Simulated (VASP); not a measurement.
The system is TiAl3.

```
Ti Al
1.0
     3.95567    0.00000    0.00000
     0.00000    3.95567    0.00000
     0.00000    0.00000    7.91134
Ti Al
2 6
Direct
  0.99177 0.02496 0.97407
  0.00823 0.97504 0.52593
  0.51777 0.49331 0.01819
  0.48223 0.50669 0.48181
  0.44496 0.00523 0.24408
  0.55504 0.99477 0.75592
  0.02522 0.50921 0.24395
  0.97478 0.49079 0.75605
```

- Program: VASP 6.6.1
- Task: relaxation of cell and atoms
- Functional: r2SCAN
- Potentials or basis: VASP PAW PBE potentials, release 64 (Ti_sv, Al)
- Cutoff: 600 eV
- k mesh: 8 × 8 × 4
- Occupations: gaussian, width 0.15 eV
- Spin: no spin polarisation

At the start: pressure 4.4 GPa; volume 15.47 Å³/atom.

Problem. How do energy, volume and symmetry change on relaxing?

Solution. Over 16 steps the energy falls by 161.0 meV/atom; space group P1 (No. 1, to 0.1 Å) before, Pm-3m (No. 221, to 0.1 Å).

Step by step:
| step | energy change (eV) | largest force (eV/Å) | pressure (GPa) | volume (Å³) |
| --- | --- | --- | --- | --- |
| 1 | 0.0000 | 2.9547 | 4.39 | 123.79 |
| 2 | -0.8458 | 0.9053 | -5.19 | 131.54 |
| 3 | -0.8543 | 0.8499 | -5.96 | 132.45 |
| 4 | -1.1843 | 0.6045 | 0.69 | 123.37 |
| 5 | -1.1858 | 0.5846 | 1.28 | 122.74 |
| 6 | -1.2587 | 0.2857 | 0.65 | 123.14 |
| 7 | -1.2698 | 0.3079 | 0.40 | 123.37 |
| 8 | -1.2829 | 0.1538 | -0.42 | 124.19 |
| 9 | -1.2840 | 0.0943 | -0.73 | 124.53 |
| 10 | -1.2866 | 0.0573 | 0.40 | 123.30 |
| 11 | -1.2872 | 0.0461 | 0.08 | 123.66 |
| 12 | -1.2872 | 0.0466 | 0.06 | 123.67 |
| 13 | -1.2877 | 0.0314 | 0.03 | 123.69 |
| 14 | -1.2879 | 0.0317 | 0.01 | 123.71 |
| 15 | -1.2881 | 0.0147 | -0.02 | 123.75 |
| 16 | -1.2881 | 0.0060 | -0.05 | 123.78 |

Final structure:
```
Ti Al
1.0
     3.95540   -0.00030    0.00021
    -0.00031    3.95527   -0.00066
     0.00004   -0.00074    7.91174
Ti Al
2 6
Direct
  0.00005 0.99991 0.00007
  0.99998 0.00010 0.49993
  0.49993 0.50003 0.99993
  0.50005 0.49997 0.50007
  0.49986 0.00010 0.24998
  0.50018 0.99990 0.75003
  0.99983 0.50007 0.24997
  0.00012 0.49992 0.75003
```

Caveat: the PAW data sets were made with another functional, which shifts forces and pressure a little.
